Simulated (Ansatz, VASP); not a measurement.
# One calculation of C, two programs

File INCAR:

```
SYSTEM = C
ALGO = Normal
EDIFF = 1E-7
ENCUT = 520
GGA = PE
ISIF = 2
ISMEAR = 0
IVDW = 12
LASPH = .True.
LCHARG = .True.
LELF = .True.
LREAL = .False.
LVHAR = .True.
LWAVE = .False.
NBANDS = 16
NELM = 60
PREC = Accurate
SIGMA = 0.15
```

Contents of KPOINTS:

```
k-points
0
Gamma
  18 12 10
  0 0 0
```

File POSCAR:

```
C
1.0
   -2.4646600698      0.0000000000      0.0000000000
    0.0000000000      0.0000000000     -3.5719696368
    0.0000000000     -4.2689164642      0.0000000000
C
4
Direct
    0.5000000000      0.0000000000      0.1779107377
    0.0000000000      0.0000000000      0.6779107377
    0.0000000000      0.0000000000      0.3220892623
    0.5000000000      0.0000000000      0.8220892623
```

Input for Ansatz:

```yaml
crystal:
  lattice:
    - [-2.4646600698, 0.0, 0.0]
    - [0.0, 0.0, -3.5719696368]
    - [0.0, -4.2689164642, 0.0]
  atoms:
    - { symbol: C, position: [0.5, 0.0, 0.1779107377] }
    - { symbol: C, position: [0.0, 0.0, 0.6779107377] }
    - { symbol: C, position: [0.0, 0.0, 0.3220892623] }
    - { symbol: C, position: [0.5, 0.0, 0.8220892623] }
basis:
  ecutwfc: 520.0
kpoints:
  mp_grid: { grid: [18, 12, 10] }
hamiltonian:
  xc: pbe
  pseudopotentials: { kind: paw, azcp: { folder: soft_1 } }
  dispersion: d3bj
scf:
  occupations: { method: gaussian, width: 0.15 }
output:
  forces: true
  stress: true
  eigenvalues: true
```

Change from the starting cell: mode 8 frozen in at +0.000 Å and mode 12 at -0.048 Å (largest displacements).

Alike in both runs: task single point; functional PBE; dispersion D3(BJ); k mesh 18 × 12 × 10; occupations gaussian, width 0.15 eV; no spin polarisation.

```csv
,VASP,Ansatz
version,VASP 6.6.1,Ansatz 0.2.0
potentials or method,"VASP PAW PBE potentials, release 64 (C), cutoff 520 eV","scalar-relativistic, plane waves, PAW"
valence electrons in the cell,16,16
```

```csv
,VASP,Ansatz,Ansatz less VASP
gap on the k mesh at the Fermi level (eV),none,none,-
pressure (GPa),3.9,3.5,-0.35
"traceless stress, the component that is largest in VASP (GPa)",10.76,10.38,-0.381
rms of the force components (eV/Å),2.630,2.626,-0.0040
```

Atom by atom the forces differ by 0.004 eV/Å (rms over components). A gap of «none» marks a metal or a gap that the smearing closes.
